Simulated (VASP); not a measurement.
# AlIn2 (Fm-3m) in VASP: notebook

Runs on AlIn2. Level: PBE. Tasks: single point, relaxation of cell and atoms.

Everything below comes from runs of VASP 6.6.1. Logs are shortened: lines on timing, memory, paths and dates and some standing lists are left out, and cuts for length are marked.

## (1) The cell of the first run

It takes space group Fm-3m (No. 225, cubic). The conventional cell has a = 5.998 Å, b = 5.998 Å, c = 5.998 Å, α = 90.00°, β = 90.00°, γ = 90.00°. Al (site symmetry m-3m) has 8 In at 2.60 Å within 3.4 Å. In (site symmetry -43m) has 4 Al at 2.60 Å and 6 In at 3.00 Å within 3.4 Å.

## (2) Single point, PBE

File INCAR:

```
SYSTEM = AlIn2
PREC     = Accurate       ! precision mode
ENCUT    = 520            ! plane-wave cutoff, eV
EDIFF    = 1E-6           ! SCF threshold, eV
ISMEAR   = 0              ! smearing method
SIGMA    = 0.1            ! smearing width, eV
LREAL    = .FALSE.        ! projectors in reciprocal space
LASPH    = .TRUE.         ! aspherical terms in the spheres
NELM     = 100            ! most SCF steps
ALGO     = Normal         ! electronic algorithm
ISIF     = 2              ! what is computed and relaxed
LWAVE    = .FALSE.        ! write WAVECAR
LCHARG   = .FALSE.        ! write CHGCAR
GGA      = PE             ! functional
NBANDS   = 22             ! bands
```

File KPOINTS:

```
Automatic mesh
0
G
  6 6 6
  0 0 0
```

File POSCAR:

```
AlIn2
1.0
    0.0000000000      2.9989721000      2.9989721000
    2.9989721000      0.0000000000      2.9989721000
    2.9989721000      2.9989721000      0.0000000000
Al In
1 2
Direct
    0.0000000000      0.0000000000      0.0000000000
    0.2500000000      0.2500000000      0.2500000000
    0.7500000000      0.7500000000      0.7500000000
```

Potentials or basis: VASP PAW PBE potentials, release 64 (Al, In_d).

Launch:

```bash
> cat potpaw_PBE.64/Al/POTCAR potpaw_PBE.64/In_d/POTCAR > POTCAR
> mpirun -np 1 vasp_std > vasp.out
```

OUTCAR:

```text
SYSTEM = AlIn2
   PREC = Accurate
   ENCUT = 520
   EDIFF = 1E-6
   ISMEAR = 0
   LREAL = .FALSE.
   LASPH = .TRUE.
   NELM = 100
   ISIF = 2
   GGA = PE

 ion  position               nearest neighbor table
   1  0.000  0.000  0.000-   3 2.60   3 2.60   3 2.60   2 2.60   3 2.60   2 2.60   2 2.60   2 2.60

   2  0.250  0.250  0.250-   1 2.60   1 2.60   1 2.60   1 2.60   3 3.00   3 3.00   3 3.00   3 3.00
                             3 3.00   3 3.00
   3  0.750  0.750  0.750-   1 2.60   1 2.60   1 2.60   1 2.60   2 3.00   2 3.00   2 3.00   2 3.00
                             2 3.00   2 3.00

  LATTYP: Found a face centered cubic cell.
 ALAT       =     5.9979442000

  Lattice vectors:

 A1 = (   0.0000000000,   2.9989721000,   2.9989721000)
 A2 = (   2.9989721000,   0.0000000000,   2.9989721000)
 A3 = (   2.9989721000,   2.9989721000,   0.0000000000)

Analysis of symmetry for initial positions (statically):
=====================================================================
 Subroutine PRICEL returns:
 Original cell was already a primitive cell.

 Routine SETGRP: Setting up the symmetry group for a
 face centered cubic supercell.

 Subroutine GETGRP returns: Found 48 space group operations
 (whereof 48 operations were pure point group operations)
 out of a pool of 48 trial point group operations.

The static configuration has the point symmetry O_h .

Analysis of symmetry for dynamics (positions and initial velocities):
=====================================================================
 Subroutine PRICEL returns:
 Original cell was already a primitive cell.

 Routine SETGRP: Setting up the symmetry group for a
 face centered cubic supercell.

 Subroutine GETGRP returns: Found 48 space group operations
 (whereof 48 operations were pure point group operations)
 out of a pool of 48 trial point group operations.

The dynamic configuration has the point symmetry O_h .

 Subroutine INISYM returns: Found 48 space group operations
 (whereof 48 operations are pure point group operations),
 and found     1 'primitive' translations

----------------------------------------------------------------------------------------

                                     Primitive cell

  volume of cell :      53.9445

  direct lattice vectors                    reciprocal lattice vectors
     0.000000000  2.998972100  2.998972100    -0.166723792  0.166723792  0.166723792
     2.998972100  0.000000000  2.998972100     0.166723792 -0.166723792  0.166723792
     2.998972100  2.998972100  0.000000000     0.166723792  0.166723792 -0.166723792

  length of vectors
     4.241187017  4.241187017  4.241187017     0.288774078  0.288774078  0.288774078

  position of ions in fractional coordinates (direct lattice)
     0.000000000  0.000000000  0.000000000
     0.250000000  0.250000000  0.250000000
     0.750000000  0.750000000  0.750000000

  ion indices of the primitive-cell ions
   primitive index   ion index
                 1           1
                 2           2
                 3           3

----------------------------------------------------------------------------------------

 KPOINTS: Automatic mesh

Automatic generation of k-mesh.
 Grid dimensions read from file:
 generate k-points for:    6    6    6

 Generating k-lattice:

  Cartesian coordinates                     Fractional coordinates (reciprocal lattice)
    -0.027787299  0.027787299  0.027787299     0.166666667  0.000000000  0.000000000
     0.027787299 -0.027787299  0.027787299     0.000000000  0.166666667  0.000000000
     0.027787299  0.027787299 -0.027787299     0.000000000  0.000000000  0.166666667

  Length of vectors
     0.048129013  0.048129013  0.048129013

  Shift w.r.t. Gamma in fractional coordinates (k-lattice)
     0.000000000  0.000000000  0.000000000

 Subroutine IBZKPT returns following result:
 ===========================================

 Found     16 irreducible k-points:

 Following reciprocal coordinates:
            Coordinates               Weight
  0.000000  0.000000  0.000000      1.000000
  0.166667  0.000000  0.000000      8.000000
  0.333333  0.000000  0.000000      8.000000
  0.500000  0.000000  0.000000      4.000000
  0.166667  0.166667  0.000000      6.000000
  0.333333  0.166667  0.000000     24.000000
[... 8 lines left out ...]
 -0.333333  0.333333  0.166667     24.000000
 -0.333333  0.500000  0.166667     12.000000
   k-points           NKPTS =     16   k-points in BZ     NKDIM =     16   number of bands    NBANDS=     22
   number of dos      NEDOS =    301   number of ions     NIONS =      3
   total plane-waves  NPLWV =  32768
   dimension x,y,z NGX =    32 NGY =   32 NGZ =   32
   dimension x,y,z NGXF=    64 NGYF=   64 NGZF=   64
   ions per type =               1   2
   NGX,Y,Z   is equivalent  to a cutoff of  12.54, 12.54, 12.54 a.u.
   NGXF,Y,Z  is equivalent  to a cutoff of  25.09, 25.09, 25.09 a.u.
 SYSTEM =  AlIn2
   PREC   = accura    normal or accurate (medium, high low for compatibility)
   ISTART =      0    job   : 0-new  1-cont  2-samecut
   ICHARG =      2    charge: 1-file 2-atom 10-const
   ISPIN  =      1    spin polarized calculation?
   LNONCOLLINEAR =      F non collinear calculations
   LSORBIT =      F    spin-orbit coupling
   LASPH  =      T    aspherical Exc in radial PAW
   ENCUT  =  520.0 eV  38.22 Ry    6.18 a.u.   7.89  7.89  7.89*2*pi/ulx,y,z
   NELM   =    100;   NELMIN=  2; NELMDL= -5     # of ELM steps
   EDIFF  = 0.1E-05   stopping-criterion for ELM
   LREAL  =      F    real-space projection
   EDIFFG = 0.1E-04   stopping-criterion for IOM
   NSW    =      0    number of steps for IOM
   IBRION =     -1    ionic relax: 0-MD 1-quasi-New 2-CG
   NFREE  =      0    steps in history (QN), initial steepest desc. (CG)
   ISIF   =      2    stress and relaxation
   ISYM   =      2    0-nonsym 1-usesym 2-fastsym
   POTIM  = 0.5000    time-step for ionic-motion
   TEBEG  =    0.0;   TEEND  =   0.0 temperature during run
   PSTRESS=    0.0 pullay stress
   NELECT =      29.0000    total number of electrons
   NUPDOWN=      -1.0000    fix difference up-down
   EMIN   =  10.00;   EMAX   =-10.00  energy-range for DOS
   EFERMI =   0.00;   METHOD = LEGACY
   ISMEAR =     0;   SIGMA  =   0.10  broadening in eV -4-tet -1-fermi 0-gaus
   EFERMI_NEDOS =   21; number of points for ismear=-14 and -15
   IALGO  =     38    algorithm
   IMIX   =      4    mixing-type and parameters
     AMIX     =   0.40;   BMIX     =  1.00
     AMIX_MAG =   1.60;   BMIX_MAG =  1.00
  volume/ion in A,a.u.               =      17.98       121.35
  Fermi-wavevector in a.u.,A,eV,Ry     =   1.331144  2.515498 24.108770  1.771945
  Thomas-Fermi vector in A             =   2.460177
   LORBIT       =      0    0 simple, 1 ext, 2 COOP (PROOUT), +10 PAW based schemes
   GGA     = PE    functional components
   LHFCALC =     F    Hartree Fock is set to
   AEXX    =    0.0000 exact exchange contribution
   IVDW    =     0    specifies the selected vdW correction
   LEPSILON=     F    determine dielectric tensor
   LRPA    =     F    only Hartree local field effects (RPA)
 non-spin polarized calculation
 Gauss-broadening in eV      SIGMA  =   0.10
  energy-cutoff  :      520.00
  volume of cell :       53.94
 maximum number of plane-waves:      1464
   NGX = 15   NGY = 15   NGZ = 15

 number of electron      28.9999994 magnetization

 Free energy of the ion-electron system (eV)
  ---------------------------------------------------
  ext. energy  EPLUGINS =         0.00000000
  ---------------------------------------------------
  free energy    TOTEN  =        -6.50231415 eV

  energy without entropy =       -6.49654498  energy(sigma->0) =       -6.49942956

 E-fermi :  10.9225     XC(G=0): -11.2499

 val. band max:       10.9063087233   @ k =  -0.1667   0.1667   0.0000
 cond. band min:      11.0249232088   @ k =   0.5000   0.0000   0.0000
 fundamental gap:      0.1186144855
 Fermi energy:        10.9224987700

 k-point     1 :       0.0000    0.0000    0.0000
  band No.  band energies     occupation
      1      -4.8642      2.00000
      2      -4.8642      2.00000
      3      -4.6999      2.00000
      4      -4.6999      2.00000
      5      -4.6999      2.00000
      6      -4.0475      2.00000
[... 14 lines left out ...]
     21      16.8950      0.00000
     22      16.8950      0.00000

 k-point     2 :       0.1667    0.0000    0.0000
  band No.  band energies     occupation
      1      -4.7981      2.00000
      2      -4.7981      2.00000
      3      -4.6728      2.00000
      4      -4.6480      2.00000
      5      -4.6480      2.00000
      6      -4.0872      2.00000
[... 14 lines left out ...]
     21      15.8552      0.00000
     22      17.5258      0.00000

 k-point     3 :       0.3333    0.0000    0.0000
  band No.  band energies     occupation
      1      -4.6132      2.00000
      2      -4.6132      2.00000
      3      -4.5858      2.00000
      4      -4.5118      2.00000
      5      -4.5118      2.00000
      6      -4.2065      2.00000
[... 14 lines left out ...]
     21      17.3630      0.00000
     22      21.7080      0.00000

 k-point     4 :       0.5000    0.0000    0.0000
  band No.  band energies     occupation
      1      -4.4927      2.00000
      2      -4.4133      2.00000
      3      -4.4133      2.00000
      4      -4.3399      2.00000
      5      -4.3399      2.00000
      6      -4.3182      2.00000
[... 14 lines left out ...]
     21      19.6960      0.00000
     22      19.6963      0.00000

 k-point     5 :       0.1667    0.1667    0.0000
  band No.  band energies     occupation
      1      -4.8450      2.00000
      2      -4.7447      2.00000
      3      -4.7105      2.00000
      4      -4.6010      2.00000
      5      -4.6010      2.00000
      6      -4.1160      2.00000
[... 14 lines left out ...]
     21      17.9450      0.00000
     22      17.9461      0.00000

 k-point     6 :       0.3333    0.1667    0.0000
  band No.  band energies     occupation
      1      -4.7652      2.00000
      2      -4.7166      2.00000
      3      -4.5469      2.00000
      4      -4.4855      2.00000
      5      -4.4786      2.00000
      6      -4.2130      2.00000
[... 14 lines left out ...]
     21      18.2726      0.00000
     22      20.3614      0.00000

 k-point     7 :       0.5000    0.1667    0.0000
  band No.  band energies     occupation
      1      -4.6097      2.00000
      2      -4.5756      2.00000
      3      -4.4267      2.00000
      4      -4.3798      2.00000
      5      -4.3563      2.00000
      6      -4.3302      2.00000
[... 124 lines left out ...]
      6      -4.2448      2.00000
[... 14 lines left out ...]
     21      20.1047      0.00000
     22      21.1793      0.00000

 k-point    13 :       0.5000    0.5000    0.0000
  band No.  band energies     occupation
      1      -4.8305      2.00000
      2      -4.7870      2.00000
      3      -4.5366      2.00000
      4      -4.3281      2.00000
      5      -4.3198      2.00000
      6      -4.3198      2.00000
[... 14 lines left out ...]
     21      20.7123      0.00000
     22      21.1767      0.00000

 k-point    14 :       0.5000    0.3333    0.1667
  band No.  band energies     occupation
      1      -4.7138      2.00000
      2      -4.6967      2.00000
      3      -4.4240      2.00000
      4      -4.3861      2.00000
      5      -4.3555      2.00000
      6      -4.3409      2.00000
[... 14 lines left out ...]
     21      18.9922      0.00000
     22      20.5866      0.00000

 k-point    15 :      -0.3333    0.3333    0.1667
  band No.  band energies     occupation
      1      -4.6311      2.00000
      2      -4.5840      2.00000
      3      -4.5807      2.00000
      4      -4.4920      2.00000
      5      -4.3153      2.00000
      6      -4.3145      2.00000
[... 14 lines left out ...]
     21      20.1570      0.00000
     22      20.4971      0.00000

 k-point    16 :      -0.3333    0.5000    0.1667
  band No.  band energies     occupation
      1      -4.7260      2.00000
      2      -4.6908      2.00000
      3      -4.5742      2.00000
      4      -4.4443      2.00000
      5      -4.3100      2.00000
      6      -4.2915      2.00000
[... 14 lines left out ...]
     21      20.9750      0.00000
     22      21.5451      0.00000

------------------------ aborting loop because EDIFF is reached ----------------------------------------

  FORCE on cell =-STRESS in cart. coord.  units (eV):
  Direction    XX          YY          ZZ          XY          YZ          ZX
  --------------------------------------------------------------------------------------
  -------------------------------------------------------------------------------------
  Total       12.5180571     12.5180571     12.5180571     -0.0000000     -0.0000000      0.0000000
  in kB      371.7921693    371.7921693    371.7921693     -0.0000000     -0.0000000      0.0000000
  external PRESSURE =     371.7921693 kB  Pullay stress =       0.0000000 kB

 VOLUME and BASIS-vectors are now :
 -----------------------------------------------------------------------------
  energy-cutoff  :      520.00
  volume of cell :       53.94
      direct lattice vectors                 reciprocal lattice vectors
     0.000000000  2.998972100  2.998972100    -0.166723792  0.166723792  0.166723792
     2.998972100  0.000000000  2.998972100     0.166723792 -0.166723792  0.166723792
     2.998972100  2.998972100  0.000000000     0.166723792  0.166723792 -0.166723792

 POSITION                                       TOTAL-FORCE (eV/Angst)
 -----------------------------------------------------------------------------------
      0.00000      0.00000      0.00000         0.000000     -0.000000      0.000000
      1.49949      1.49949      1.49949        -0.000000     -0.000000     -0.000000
      4.49846      4.49846      4.49846         0.000000      0.000000     -0.000000
 -----------------------------------------------------------------------------------
    total drift:                               -0.000000     -0.000000      0.000000

  FREE ENERGIE OF THE ION-ELECTRON SYSTEM (eV)
  ---------------------------------------------------
  free  energy   TOTEN  =        -6.5023141454 eV

  energy  without entropy=       -6.4965449796  energy(sigma->0) =       -6.49942956
```

Run time: 16 s. Hardware: 1 thread of Intel Xeon Platinum 8175M at 2.50GHz (Skylake/Cascade Lake), shared host; peak memory 0.17 GiB.

Results:

| Property | Result |
| --- | --- |
| Free energy | -6.5023 eV |
| Pressure | 37.2 GPa |

Caveat: spin-orbit coupling is left out, which moves the levels of the heavy elements.

## (3) Single point, PBE

This run uses another cell than the first one, of 26.41 Å³/atom, 1.468 times its volume.

File INCAR:

```
SYSTEM = AlIn2
ALGO = Fast ; EDIFF = 1E-6
ENCUT = 520 ; GGA = PE
ISIF = 2 ; ISMEAR = 0
LASPH = .True. ; LCHARG = .True.
LELF = .True. ; LREAL = .False.
LVHAR = .True. ; LWAVE = .False.
NBANDS = 22 ; NELM = 100
PREC = Accurate ; SIGMA = 0.1
```

File KPOINTS:

```
k-points
0
Gamma
  6 6 6
  0 0 0
```

File POSCAR:

```
AlIn2
1.0
    0.0000000000      3.4087374087      3.4087374087
    3.4087374087      0.0000000000      3.4087374087
    3.4087374087      3.4087374087      0.0000000000
Al In
1 2
Direct
    0.0000000000      0.0000000000      0.0000000000
    0.2500000000      0.2500000000      0.2500000000
    0.7500000000      0.7500000000      0.7500000000
```

Potentials or basis: VASP PAW PBE potentials, release 64 (Al, In_d).

Launch:

```bash
> cat potpaw_PBE.64/Al/POTCAR potpaw_PBE.64/In_d/POTCAR > POTCAR
> mpirun -np 1 vasp_std > vasp.out
```

OUTCAR:

```text
SYSTEM = AlIn2
   EDIFF = 1E-6
   ENCUT = 520
   GGA = PE
   ISIF = 2
   ISMEAR = 0
   LASPH = .True.
   LREAL = .False.
   NELM = 100
   PREC = Accurate

 ion  position               nearest neighbor table
   1  0.000  0.000  0.000-   3 2.95   3 2.95   3 2.95   2 2.95   2 2.95   2 2.95   3 2.95   2 2.95

   2  0.250  0.250  0.250-   1 2.95   1 2.95   1 2.95   1 2.95   3 3.41   3 3.41   3 3.41   3 3.41
                             3 3.41   3 3.41
[... 588 lines left out ...]

  FORCE on cell =-STRESS in cart. coord.  units (eV):
  Direction    XX          YY          ZZ          XY          YZ          ZX
  --------------------------------------------------------------------------------------
  -------------------------------------------------------------------------------------
  Total        0.0282777      0.0282777      0.0282777     -0.0000000      0.0000000      0.0000000
  in kB        0.5719307      0.5719307      0.5719307     -0.0000000      0.0000000      0.0000000
  external PRESSURE =       0.5719307 kB  Pullay stress =       0.0000000 kB

 VOLUME and BASIS-vectors are now :
 -----------------------------------------------------------------------------
  energy-cutoff  :      520.00
  volume of cell :       79.22
      direct lattice vectors                 reciprocal lattice vectors
     0.000000000  3.408737409  3.408737409    -0.146681877  0.146681877  0.146681877
     3.408737409  0.000000000  3.408737409     0.146681877 -0.146681877  0.146681877
     3.408737409  3.408737409  0.000000000     0.146681877  0.146681877 -0.146681877

 POSITION                                       TOTAL-FORCE (eV/Angst)
 -----------------------------------------------------------------------------------
      0.00000      0.00000      0.00000         0.000000      0.000000     -0.000000
      1.70437      1.70437      1.70437         0.000000      0.000000      0.000000
      5.11311      5.11311      5.11311        -0.000000     -0.000000     -0.000000
 -----------------------------------------------------------------------------------
    total drift:                                0.000000      0.000000      0.000000

  FREE ENERGIE OF THE ION-ELECTRON SYSTEM (eV)
  ---------------------------------------------------
  free  energy   TOTEN  =        -8.5165407876 eV

  energy  without entropy=       -8.5076549191  energy(sigma->0) =       -8.51209785
```

OSZICAR:

```text
N       E                     dE             d eps       ncg     rms          rms(c)
DAV:   1     0.228242751042E+03    0.22824E+03   -0.13041E+04   704   0.151E+03
DAV:   2     0.843372712373E+01   -0.21981E+03   -0.21462E+03   716   0.370E+02
DAV:   3    -0.803458973135E+01   -0.16468E+02   -0.16305E+02   860   0.114E+02
DAV:   4    -0.858480033813E+01   -0.55021E+00   -0.54995E+00   848   0.228E+01
DAV:   5    -0.862330300617E+01   -0.38503E-01   -0.38500E-01  1128   0.506E+00    0.400E+00
RMM:   6    -0.852936024480E+01    0.93943E-01   -0.15688E-01   808   0.453E+00    0.214E+00
RMM:   7    -0.851619352278E+01    0.13167E-01   -0.70496E-02   783   0.215E+00    0.433E-01
RMM:   8    -0.851587039848E+01    0.32312E-03   -0.98333E-03   892   0.137E+00    0.140E-01
RMM:   9    -0.851635203294E+01   -0.48163E-03   -0.34840E-03  1017   0.493E-01    0.146E-01
RMM:  10    -0.851658279236E+01   -0.23076E-03   -0.15372E-03   862   0.553E-01    0.834E-02
RMM:  11    -0.851649907846E+01    0.83714E-04   -0.67370E-04   963   0.288E-01    0.158E-02
RMM:  12    -0.851653499205E+01   -0.35914E-04   -0.36337E-04  1048   0.155E-01    0.369E-02
RMM:  13    -0.851654415884E+01   -0.91668E-05   -0.75654E-05  1168   0.615E-02    0.537E-02
RMM:  14    -0.851655015870E+01   -0.59999E-05   -0.91463E-06   840   0.381E-02    0.791E-02
RMM:  15    -0.851654771541E+01    0.24433E-05   -0.11893E-04  1166   0.131E-01    0.711E-02
RMM:  16    -0.851654235184E+01    0.53636E-05   -0.90855E-06   801   0.383E-02    0.531E-02
RMM:  17    -0.851654080171E+01    0.15501E-05   -0.28976E-06   511   0.198E-02    0.409E-02
RMM:  18    -0.851654078762E+01    0.14090E-07   -0.74016E-06   780   0.329E-02
   1 F= -.85165408E+01 E0= -.85120979E+01  d E =-.888587E-02
```

stdout:

```text
POSCAR found type information on POSCAR AlIn
 POSCAR found :  2 types and       3 ions
 scaLAPACK will be used
 LDA part: xc-table for (Slater+PW92), standard interpolation
 POSCAR, INCAR and KPOINTS ok, starting setup
 FFT: planning ... GRIDC
 FFT: planning ... GRID_SOFT
 FFT: planning ... GRID
 WAVECAR not read
 entering main loop
```

Run time: 46 s. Hardware: 1 thread of Intel Xeon Platinum 8175M at 2.50GHz (Skylake/Cascade Lake), shared host; peak memory 0.21 GiB.

Results:

```
Free energy : -8.5165 eV
Pressure    : 0.1 GPa
```

Caveat: spin-orbit coupling is left out, which moves the levels of the heavy elements.

[end of part 1 of 3]
